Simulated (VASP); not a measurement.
Here is a VASP 6.6.1 calculation.

INCAR

```
PREC = Accurate
ENCUT = 520
EDIFF = 1E-6
ISMEAR = 0
SIGMA = 0.15
LREAL = F
LASPH = T
NELM = 100
ALGO = Fast
ISIF = 2
LWAVE = F
LCHARG = F
GGA = PS
NBANDS = 12
```

File KPOINTS:

```
regular mesh
0
Gamma
  28 28 28
```

The input POSCAR:

```
Cu
1.0
    0.0000000000      1.8707703092      1.7816860088
    1.8707703092      0.0000000000      1.7816860088
    1.8707703092      1.8707703092      0.0000000000
Cu
1
Direct
    0.0000000000      0.0000000000      0.0000000000
```

Potentials or basis: VASP PAW PBE potentials, release 64 (Cu).

Launch:

```sh
$ cat potpaw_PBE.64/Cu/POTCAR > POTCAR
$ mpirun -np 1 vasp_std > vasp.out
```

Question: Predict the pressure.

Answer: -12.0 GPa.

Stress tensor (GPa, compression positive):
```
-12.66   0.00   0.00
  0.00 -12.66   0.00
  0.00   0.00 -10.73
```

Caveat: the cell differs from its parent crystal (strain +0.050 along x and y, +0.000 along z); the PAW data sets were made with another functional, which shifts forces and pressure a little.
